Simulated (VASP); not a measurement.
# LiH (Fm-3m) in VASP: notebook

The runs below take LiH through single point, with PBE.

Program: VASP 6.6.1. These are calculated values, not measurements. Logs are shortened: lines on timing, memory, paths and dates and some standing lists are left out, and cuts for length are marked.

## (1) The cell of the first run

Symmetry: Fm-3m, No. 225, cubic system. The conventional cell has a = 4.006 Å, b = 4.006 Å, c = 4.006 Å, α = 90.00°, β = 90.00°, γ = 90.00°. Within 2.7 Å of Li (site symmetry m-3m) lie 6 H at 2.00 Å. Within 2.7 Å of H (site symmetry m-3m) lie 6 Li at 2.00 Å.

## (2) Single point, PBE

File INCAR:

```
SYSTEM = LiH
  ALGO = Normal
  EDIFF = 1E-6
  ENCUT = 520
  GGA = PE
  ISIF = 2
  ISMEAR = 0
  LASPH = .TRUE.
  LCHARG = .TRUE.
  LELF = .TRUE.
  LREAL = .FALSE.
  LVHAR = .TRUE.
  LWAVE = .FALSE.
  NBANDS = 9
  NELM = 80
  PREC = Accurate
  SIGMA = 0.01
```

File KPOINTS:

```
k-points
0
G
  6 6 6
  0 0 0
```

File POSCAR:

```
LiH
1.0
    0.0000000000      2.0029948666      2.0029948666
    2.0029948666      0.0000000000      2.0029948666
    2.0029948666      2.0029948666      0.0000000000
Li H
1 1
Direct
    0.0000000000      0.0000000000      0.0000000000
    0.5000000000      0.5000000000      0.5000000000
```

Potentials or basis: VASP PAW PBE potentials, release 64 (Li_sv, H).

Command:

```bash
$ cat potpaw_PBE.64/Li_sv/POTCAR potpaw_PBE.64/H/POTCAR > POTCAR
$ mpirun -np 1 vasp_std > vasp.out
```

OUTCAR:

```text
SYSTEM = LiH
   EDIFF = 1E-6
   ENCUT = 520
   GGA = PE
   ISIF = 2
   ISMEAR = 0
   LASPH = .TRUE.
   LREAL = .FALSE.
   NELM = 80
   PREC = Accurate

 ion  position               nearest neighbor table
   1  0.000  0.000  0.000-
   2  0.500  0.500  0.500-

  LATTYP: Found a face centered cubic cell.
 ALAT       =     4.0059897332

  Lattice vectors:

 A1 = (   0.0000000000,   2.0029948666,   2.0029948666)
 A2 = (   2.0029948666,   0.0000000000,   2.0029948666)
 A3 = (   2.0029948666,   2.0029948666,   0.0000000000)

Analysis of symmetry for initial positions (statically):
=====================================================================
 Subroutine PRICEL returns:
 Original cell was already a primitive cell.

 Routine SETGRP: Setting up the symmetry group for a
 face centered cubic supercell.

 Subroutine GETGRP returns: Found 48 space group operations
 (whereof 48 operations were pure point group operations)
 out of a pool of 48 trial point group operations.

The static configuration has the point symmetry O_h .

Analysis of symmetry for dynamics (positions and initial velocities):
=====================================================================
 Subroutine PRICEL returns:
 Original cell was already a primitive cell.

 Routine SETGRP: Setting up the symmetry group for a
 face centered cubic supercell.

 Subroutine GETGRP returns: Found 48 space group operations
 (whereof 48 operations were pure point group operations)
 out of a pool of 48 trial point group operations.

The dynamic configuration has the point symmetry O_h .

 Subroutine INISYM returns: Found 48 space group operations
 (whereof 48 operations are pure point group operations),
 and found     1 'primitive' translations

----------------------------------------------------------------------------------------

                                     Primitive cell

  volume of cell :      16.0720

  direct lattice vectors                    reciprocal lattice vectors
     0.000000000  2.002994867  2.002994867    -0.249626201  0.249626201  0.249626201
     2.002994867  0.000000000  2.002994867     0.249626201 -0.249626201  0.249626201
     2.002994867  2.002994867  0.000000000     0.249626201  0.249626201 -0.249626201

  length of vectors
     2.832662506  2.832662506  2.832662506     0.432365264  0.432365264  0.432365264

  position of ions in fractional coordinates (direct lattice)
[... 73 lines left out ...]
   NSW    =      0    number of steps for IOM
   IBRION =     -1    ionic relax: 0-MD 1-quasi-New 2-CG
   NFREE  =      0    steps in history (QN), initial steepest desc. (CG)
   ISIF   =      2    stress and relaxation
   ISYM   =      2    0-nonsym 1-usesym 2-fastsym
   POTIM  = 0.5000    time-step for ionic-motion
   TEBEG  =    0.0;   TEEND  =   0.0 temperature during run
   PSTRESS=    0.0 pullay stress
   NELECT =       4.0000    total number of electrons
   NUPDOWN=      -1.0000    fix difference up-down
   EMIN   =  10.00;   EMAX   =-10.00  energy-range for DOS
   EFERMI =   0.00;   METHOD = LEGACY
   ISMEAR =     0;   SIGMA  =   0.01  broadening in eV -4-tet -1-fermi 0-gaus
   EFERMI_NEDOS =   21; number of points for ismear=-14 and -15
   IALGO  =     38    algorithm
   IMIX   =      4    mixing-type and parameters
     AMIX     =   0.40;   BMIX     =  1.00
     AMIX_MAG =   1.60;   BMIX_MAG =  1.00
  volume/ion in A,a.u.               =       8.04        54.23
  Fermi-wavevector in a.u.,A,eV,Ry     =   1.029765  1.945975 14.427848  1.060417
  Thomas-Fermi vector in A             =   2.163830
   LORBIT       =      0    0 simple, 1 ext, 2 COOP (PROOUT), +10 PAW based schemes
   GGA     = PE    functional components
   LHFCALC =     F    Hartree Fock is set to
   AEXX    =    0.0000 exact exchange contribution
   IVDW    =     0    specifies the selected vdW correction
   LEPSILON=     F    determine dielectric tensor
   LRPA    =     F    only Hartree local field effects (RPA)
 non-spin polarized calculation
 Gauss-broadening in eV      SIGMA  =   0.01
  energy-cutoff  :      520.00
  volume of cell :       16.07
 maximum number of plane-waves:       444
 NGX is ok and might be reduce to    24
   NGX = 11   NGY = 11   NGZ = 11

 number of electron       3.9999995 magnetization

 Free energy of the ion-electron system (eV)
  ---------------------------------------------------
  ext. energy  EPLUGINS =         0.00000000
  ---------------------------------------------------
  free energy    TOTEN  =        -6.12606816 eV

  energy without entropy =       -6.12606816  energy(sigma->0) =       -6.12606816

 E-fermi :   0.1510     XC(G=0):  -8.5169

 val. band max:        0.1024114052   @ k =   0.5000   0.5000   0.0000
 cond. band min:       3.0788285692   @ k =   0.5000   0.5000   0.0000
 fundamental gap:      2.9764171640
 Fermi energy:         0.1510208793

 k-point     1 :       0.0000    0.0000    0.0000
  band No.  band energies     occupation
      1     -44.1900      2.00000
      2      -5.3387      2.00000
      3      16.2229      0.00000
      4      18.0109      0.00000
      5      18.0109      0.00000
      6      18.0109      0.00000
      7      22.7306      0.00000
      8      22.7306      0.00000
      9      22.7306      0.00000
[... 169 lines left out ...]
 k-point    16 :      -0.3333    0.5000    0.1667
  band No.  band energies     occupation
      1     -44.1290      2.00000
      2      -0.0735      2.00000
      3       4.0998      0.00000
      4       7.1232      0.00000
      5      11.6659      0.00000
      6      17.6490      0.00000
      7      19.9404      0.00000
      8      29.0316      0.00000
      9      29.2556      0.00000

------------------------ aborting loop because EDIFF is reached ----------------------------------------

  FORCE on cell =-STRESS in cart. coord.  units (eV):
  Direction    XX          YY          ZZ          XY          YZ          ZX
  --------------------------------------------------------------------------------------
  -------------------------------------------------------------------------------------
  Total       -0.0182744     -0.0182744     -0.0182744     -0.0000000     -0.0000000      0.0000000
  in kB       -1.8217268     -1.8217268     -1.8217268     -0.0000000     -0.0000000      0.0000000
  external PRESSURE =      -1.8217268 kB  Pullay stress =       0.0000000 kB

 VOLUME and BASIS-vectors are now :
 -----------------------------------------------------------------------------
  energy-cutoff  :      520.00
  volume of cell :       16.07
      direct lattice vectors                 reciprocal lattice vectors
     0.000000000  2.002994867  2.002994867    -0.249626201  0.249626201  0.249626201
     2.002994867  0.000000000  2.002994867     0.249626201 -0.249626201  0.249626201
     2.002994867  2.002994867  0.000000000     0.249626201  0.249626201 -0.249626201

 POSITION                                       TOTAL-FORCE (eV/Angst)
 -----------------------------------------------------------------------------------
      0.00000      0.00000      0.00000         0.000000     -0.000000     -0.000000
      2.00299      2.00299      2.00299        -0.000000      0.000000      0.000000
 -----------------------------------------------------------------------------------
    total drift:                                0.000000     -0.000000     -0.000000

  FREE ENERGIE OF THE ION-ELECTRON SYSTEM (eV)
  ---------------------------------------------------
  free  energy   TOTEN  =        -6.1260681641 eV

  energy  without entropy=       -6.1260681641  energy(sigma->0) =       -6.12606816
```

stdout:

```text
POSCAR found type information on POSCAR LiH
 POSCAR found :  2 types and       2 ions
 scaLAPACK will be used
 LDA part: xc-table for (Slater+PW92), standard interpolation
 POSCAR, INCAR and KPOINTS ok, starting setup
 FFT: planning ... GRIDC
 FFT: planning ... GRID_SOFT
 FFT: planning ... GRID
 WAVECAR not read
 entering main loop
```

Wall time 3.8 s (1 thread of Intel Xeon Platinum 8259CL at 2.50GHz (Skylake/Cascade Lake), shared host); peak memory 0.13 GiB.

Results:

```yaml
Free_energy: -6.1261 eV
Band_gap_on_the_k_mesh: 2.98 eV
```

Caveat: the k points lie up to 0.45 Å⁻¹ apart; the cutoff is under 1.25 times the usual one of these potentials, so pressure, stress and relaxed cells hold a basis-set (Pulay) error.

## (3) Single point, PBE

File INCAR:

```
  PREC = Accurate
  ENCUT = 520
  EDIFF = 1E-6
  ISMEAR = -1
  SIGMA = 0.02
  LREAL = F
  LASPH = T
  NELM = 60
  ALGO = Normal
  ISIF = 2
  LWAVE = F
  LCHARG = F
  GGA = PE
  NBANDS = 9
```

File KPOINTS:

```
regular mesh
0
Gamma
  10 10 10
```

POSCAR is that of step 2.

Potentials or basis: VASP PAW PBE potentials, release 64 (Li_sv, H).

Command:

```bash
$ cat potpaw_PBE.64/Li_sv/POTCAR potpaw_PBE.64/H/POTCAR > POTCAR
$ mpirun -np 1 vasp_std > vasp.out
```

OUTCAR:

```text
PREC = Accurate
   ENCUT = 520
   EDIFF = 1E-6
   ISMEAR = -1
   LREAL = F
   LASPH = T
   NELM = 60
   ISIF = 2
   GGA = PE

 ion  position               nearest neighbor table
   1  0.000  0.000  0.000-
   2  0.500  0.500  0.500-

  LATTYP: Found a face centered cubic cell.
 ALAT       =     4.0059897332

  Lattice vectors:

 A1 = (   0.0000000000,   2.0029948666,   2.0029948666)
 A2 = (   2.0029948666,   0.0000000000,   2.0029948666)
 A3 = (   2.0029948666,   2.0029948666,   0.0000000000)

Analysis of symmetry for initial positions (statically):
=====================================================================
 Subroutine PRICEL returns:
 Original cell was already a primitive cell.

 Routine SETGRP: Setting up the symmetry group for a
 face centered cubic supercell.

 Subroutine GETGRP returns: Found 48 space group operations
 (whereof 48 operations were pure point group operations)
 out of a pool of 48 trial point group operations.

The static configuration has the point symmetry O_h .

Analysis of symmetry for dynamics (positions and initial velocities):
=====================================================================
 Subroutine PRICEL returns:
 Original cell was already a primitive cell.

 Routine SETGRP: Setting up the symmetry group for a
 face centered cubic supercell.

 Subroutine GETGRP returns: Found 48 space group operations
 (whereof 48 operations were pure point group operations)
 out of a pool of 48 trial point group operations.

The dynamic configuration has the point symmetry O_h .

 Subroutine INISYM returns: Found 48 space group operations
 (whereof 48 operations are pure point group operations),
 and found     1 'primitive' translations

----------------------------------------------------------------------------------------

                                     Primitive cell

  volume of cell :      16.0720

  direct lattice vectors                    reciprocal lattice vectors
     0.000000000  2.002994867  2.002994867    -0.249626201  0.249626201  0.249626201
     2.002994867  0.000000000  2.002994867     0.249626201 -0.249626201  0.249626201
     2.002994867  2.002994867  0.000000000     0.249626201  0.249626201 -0.249626201

  length of vectors
     2.832662506  2.832662506  2.832662506     0.432365264  0.432365264  0.432365264

  position of ions in fractional coordinates (direct lattice)
     0.000000000  0.000000000  0.000000000
     0.500000000  0.500000000  0.500000000

  ion indices of the primitive-cell ions
   primitive index   ion index
                 1           1
                 2           2

----------------------------------------------------------------------------------------

 KPOINTS: regular mesh

Automatic generation of k-mesh.
 Grid dimensions read from file:
 generate k-points for:   10   10   10

 Generating k-lattice:

  Cartesian coordinates                     Fractional coordinates (reciprocal lattice)
    -0.024962620  0.024962620  0.024962620     0.100000000  0.000000000  0.000000000
     0.024962620 -0.024962620  0.024962620     0.000000000  0.100000000  0.000000000
     0.024962620  0.024962620 -0.024962620     0.000000000  0.000000000  0.100000000

  Length of vectors
     0.043236526  0.043236526  0.043236526

  Shift w.r.t. Gamma in fractional coordinates (k-lattice)
     0.000000000  0.000000000  0.000000000

 Subroutine IBZKPT returns following result:
 ===========================================

 Found     47 irreducible k-points:

 Following reciprocal coordinates:
            Coordinates               Weight
  0.000000  0.000000  0.000000      1.000000
  0.100000  0.000000  0.000000      8.000000
  0.200000  0.000000  0.000000      8.000000
  0.300000  0.000000  0.000000      8.000000
  0.400000  0.000000  0.000000      8.000000
  0.500000  0.000000  0.000000      4.000000
[... 16 lines left out ...]
  0.300000  0.300000  0.000000      6.000000
  0.400000  0.300000  0.000000     24.000000
 [... further k-points ...]
   k-points           NKPTS =     47   k-points in BZ     NKDIM =     47   number of bands    NBANDS=      9
   number of dos      NEDOS =    301   number of ions     NIONS =      2
   total plane-waves  NPLWV =  13824
   dimension x,y,z NGX =    24 NGY =   24 NGZ =   24
   dimension x,y,z NGXF=    48 NGYF=   48 NGZF=   48
   ions per type =               1   1
   NGX,Y,Z   is equivalent  to a cutoff of  14.09, 14.09, 14.09 a.u.
   NGXF,Y,Z  is equivalent  to a cutoff of  28.17, 28.17, 28.17 a.u.
 SYSTEM =  unknown system
   PREC   = accura    normal or accurate (medium, high low for compatibility)
   ISTART =      0    job   : 0-new  1-cont  2-samecut
   ICHARG =      2    charge: 1-file 2-atom 10-const
   ISPIN  =      1    spin polarized calculation?
   LNONCOLLINEAR =      F non collinear calculations
   LSORBIT =      F    spin-orbit coupling
   LASPH  =      T    aspherical Exc in radial PAW
   ENCUT  =  520.0 eV  38.22 Ry    6.18 a.u.   5.27  5.27  5.27*2*pi/ulx,y,z
   NELM   =     60;   NELMIN=  2; NELMDL= -5     # of ELM steps
   EDIFF  = 0.1E-05   stopping-criterion for ELM
   LREAL  =      F    real-space projection
   EDIFFG = 0.1E-04   stopping-criterion for IOM
   NSW    =      0    number of steps for IOM
   IBRION =     -1    ionic relax: 0-MD 1-quasi-New 2-CG
   NFREE  =      0    steps in history (QN), initial steepest desc. (CG)
   ISIF   =      2    stress and relaxation
   ISYM   =      2    0-nonsym 1-usesym 2-fastsym
   POTIM  = 0.5000    time-step for ionic-motion
   TEBEG  =    0.0;   TEEND  =   0.0 temperature during run
   PSTRESS=    0.0 pullay stress
   NELECT =       4.0000    total number of electrons
   NUPDOWN=      -1.0000    fix difference up-down
   EMIN   =  10.00;   EMAX   =-10.00  energy-range for DOS
   EFERMI =   0.00;   METHOD = LEGACY
   ISMEAR =    -1;   SIGMA  =   0.02  broadening in eV -4-tet -1-fermi 0-gaus
   EFERMI_NEDOS =   21; number of points for ismear=-14 and -15
   IALGO  =     38    algorithm
   IMIX   =      4    mixing-type and parameters
     AMIX     =   0.40;   BMIX     =  1.00
     AMIX_MAG =   1.60;   BMIX_MAG =  1.00
  volume/ion in A,a.u.               =       8.04        54.23
  Fermi-wavevector in a.u.,A,eV,Ry     =   1.029765  1.945975 14.427848  1.060417
  Thomas-Fermi vector in A             =   2.163830
   LORBIT       =      0    0 simple, 1 ext, 2 COOP (PROOUT), +10 PAW based schemes
   GGA     = PE    functional components
   LHFCALC =     F    Hartree Fock is set to
   AEXX    =    0.0000 exact exchange contribution
   IVDW    =     0    specifies the selected vdW correction
   LEPSILON=     F    determine dielectric tensor
   LRPA    =     F    only Hartree local field effects (RPA)
 non-spin polarized calculation
  energy-cutoff  :      520.00
  volume of cell :       16.07
 maximum number of plane-waves:       444
 NGX is ok and might be reduce to    24
   NGX = 11   NGY = 11   NGZ = 11

 number of electron       3.9999995 magnetization

 Free energy of the ion-electron system (eV)
  ---------------------------------------------------
  ext. energy  EPLUGINS =         0.00000000
  ---------------------------------------------------
  free energy    TOTEN  =        -6.12708405 eV

  energy without entropy =       -6.12708405  energy(sigma->0) =       -6.12708405

 E-fermi :   0.6227     XC(G=0):  -8.5177

 val. band max:        0.1001629366   @ k =   0.5000   0.5000   0.0000
 cond. band min:       3.0779833158   @ k =   0.5000   0.5000   0.0000
 fundamental gap:      2.9778203792
 Fermi energy:         0.6226806015

 k-point     1 :       0.0000    0.0000    0.0000
  band No.  band energies     occupation
      1     -44.1887      2.00000
      2      -5.3403      2.00000
      3      16.2201      0.00000
      4      18.0107      0.00000
      5      18.0107      0.00000
      6      18.0107      0.00000
      7      22.7296      0.00000
      8      22.7296      0.00000
      9      22.7297      0.00000
[... 265 lines left out ...]
 k-point    24 :       0.4000    0.3000    0.0000
  band No.  band energies     occupation
      1     -44.1397      2.00000
      2      -2.2202      2.00000
      3       6.7945      0.00000
      4      10.5842      0.00000
      5      11.9115      0.00000
      6      16.3494      0.00000
      7      17.6849      0.00000
      8      29.7082      0.00000
      9      30.1718      0.00000

 [... further k-points ...]

------------------------ aborting loop because EDIFF is reached ----------------------------------------

  FORCE on cell =-STRESS in cart. coord.  units (eV):
  Direction    XX          YY          ZZ          XY          YZ          ZX
  --------------------------------------------------------------------------------------
  -------------------------------------------------------------------------------------
  Total       -0.0221559     -0.0221559     -0.0221559     -0.0000000     -0.0000000      0.0000000
  in kB       -2.2086662     -2.2086662     -2.2086662     -0.0000000     -0.0000000      0.0000000
  external PRESSURE =      -2.2086662 kB  Pullay stress =       0.0000000 kB

 VOLUME and BASIS-vectors are now :
 -----------------------------------------------------------------------------
  energy-cutoff  :      520.00
  volume of cell :       16.07
      direct lattice vectors                 reciprocal lattice vectors
     0.000000000  2.002994867  2.002994867    -0.249626201  0.249626201  0.249626201
     2.002994867  0.000000000  2.002994867     0.249626201 -0.249626201  0.249626201
     2.002994867  2.002994867  0.000000000     0.249626201  0.249626201 -0.249626201

 POSITION                                       TOTAL-FORCE (eV/Angst)
 -----------------------------------------------------------------------------------
      0.00000      0.00000      0.00000         0.000000      0.000000      0.000000
      2.00299      2.00299      2.00299         0.000000     -0.000000      0.000000
 -----------------------------------------------------------------------------------
    total drift:                                0.000000     -0.000000     -0.000000

  FREE ENERGIE OF THE ION-ELECTRON SYSTEM (eV)
  ---------------------------------------------------
  free  energy   TOTEN  =        -6.1270840498 eV

  energy  without entropy=       -6.1270840498  energy(sigma->0) =       -6.12708405
```

OSZICAR:

```text
N       E                     dE             d eps       ncg     rms          rms(c)
DAV:   1    -0.142679218636E+01   -0.14268E+01   -0.13015E+03   854   0.381E+02
DAV:   2    -0.631462205915E+01   -0.48878E+01   -0.48589E+01  1211   0.567E+01
DAV:   3    -0.636945852595E+01   -0.54836E-01   -0.54819E-01  1024   0.513E+00
DAV:   4    -0.636976486285E+01   -0.30634E-03   -0.30630E-03  1157   0.313E-01
DAV:   5    -0.636976777377E+01   -0.29109E-05   -0.29109E-05  1022   0.213E-02    0.287E+00
DAV:   6    -0.618675539258E+01    0.18301E+00   -0.14831E-01   931   0.120E+00    0.144E+00
DAV:   7    -0.612536677666E+01    0.61389E-01   -0.19326E-01   989   0.155E+00    0.221E-01
DAV:   8    -0.612716414945E+01   -0.17974E-02   -0.43677E-03  1020   0.430E-01    0.458E-02
DAV:   9    -0.612709008100E+01    0.74068E-04   -0.17305E-04  1082   0.502E-02    0.679E-03
DAV:  10    -0.612708475605E+01    0.53250E-05   -0.67269E-06   947   0.186E-02    0.245E-03
DAV:  11    -0.612708404980E+01    0.70625E-06   -0.19329E-07   630   0.207E-03
   1 F= -.61270840E+01 E0= -.61270840E+01  d E =-.157569E-13
```

Run time: 7.3 s. Hardware: 1 thread of Intel Xeon Platinum 8259CL at 2.50GHz (Skylake/Cascade Lake), shared host; peak memory 0.13 GiB.

Results:

```
Free energy            : -6.1271 eV
Band gap on the k mesh : 2.98 eV
```

Caveat: the cutoff is under 1.25 times the usual one of these potentials, so pressure, stress and relaxed cells hold a basis-set (Pulay) error. A k mesh can miss the band edges.
